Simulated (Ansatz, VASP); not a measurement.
# BAs in VASP and in Ansatz

```
B As
1.0
     3.38423    0.00000    0.00000
    -1.69212    2.93083    0.00000
     0.00000    0.00000   23.80000
B As
1 1
Direct
  0.33333 0.66667 0.29412
  0.66667 0.33333 0.29412
```

Alike in both runs: functional PBE; k mesh 12 × 12 × 1; occupations gaussian, width 0.03 eV; no spin polarisation.

Ansatz relaxed the structure, and its values are those at the end. VASP's run is a single point on that final structure, the one shown.

```csv
,VASP,Ansatz
version,VASP 6.6.1,Ansatz 0.2.0
potentials or method,"VASP PAW PBE potentials, release 64 (B, As), cutoff 420 eV","scalar-relativistic, plane waves, PAW"
valence electrons in the cell,8,18
```

Ansatz gave:

| Quantity | Value |
| --- | --- |
| gap on the k mesh at the Fermi level (eV) | 0.76 |
| least direct gap on the mesh (eV) | 0.76 |

**Question.** Estimate VASP's values.

**Answer.** gap on the k mesh at the Fermi level (eV): 0.75; least direct gap on the mesh (eV): 0.75.

VASP's potentials hold 8 valence electrons a cell and Ansatz's 18, so a difference there can come from the potentials and not from the codes. Ansatz's warnings: slab cell height set, structure snapped to symmetry.
